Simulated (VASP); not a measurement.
Input of a VASP 6.6.1 run:

Contents of POSCAR:

```
LiF
1.0
    2.5162584444      0.0542253695      0.0000000000
    0.0542253695      2.5162584444      0.0000000000
    0.0000000000      0.0000000000      2.5162584444
Li F
1 1
Direct
    0.0000000000      0.0000000000      0.0000000000
    0.5000000000      0.5000000000      0.5000000000
```

The input INCAR.step1:

```
ALGO = Normal ; EDIFF = 1E-5
ENCUT = 910 ; GGA = PE
GGA_COMPAT = False ; ISMEAR = 0
LASPH = True ; LCHARG = False
LREAL = False ; LWAVE = True
NBANDS = 12 ; NELM = 120
PREC = Accurate ; SIGMA = 0.01
```

INCAR.step2

```
ALGO = Normal ; EDIFF = 1E-6
ENCUT = 910 ; GGA_COMPAT = False
ISIF = 2 ; ISMEAR = 0
ISTART = 1 ; LASPH = True
LCHARG = False ; LMIXTAU = True
LREAL = False ; LWAVE = False
METAGGA = R2SCAN ; NBANDS = 12
NELM = 120 ; PREC = Accurate
SIGMA = 0.01
```

The input KPOINTS:

```
k-points
0
Gamma
  10 10 10
```

Potentials or basis: VASP PAW PBE potentials, release 64 (Li_sv, F_h).

Launch:

```bash
$ cat potpaw_PBE.64/Li_sv/POTCAR potpaw_PBE.64/F_h/POTCAR > POTCAR
$ cp INCAR.step1 INCAR
$ mpirun -np 1 vasp_std > vasp.out
$ cp INCAR.step2 INCAR
$ mpirun -np 1 vasp_std > vasp.out
```

**Question.** Estimate the pressure.

**Answer.** -1.4 GPa.

**Question.** What does it give for the band gap on the k mesh?

**Answer.** 9.12 eV (least direct gap 9.76 eV).

Stress tensor (GPa, compression positive):
```
-1.50  1.37  0.00
 1.37 -1.50  0.00
 0.00  0.00 -1.26
```

Caveat: the cell differs from its parent crystal (shear xy strain +4.3%); the cutoff is under 1.25 times the usual one of these potentials, so pressure, stress and relaxed cells hold a basis-set (Pulay) error; the PAW data sets were made with another functional, which shifts forces and pressure a little. A k mesh can miss the band edges.
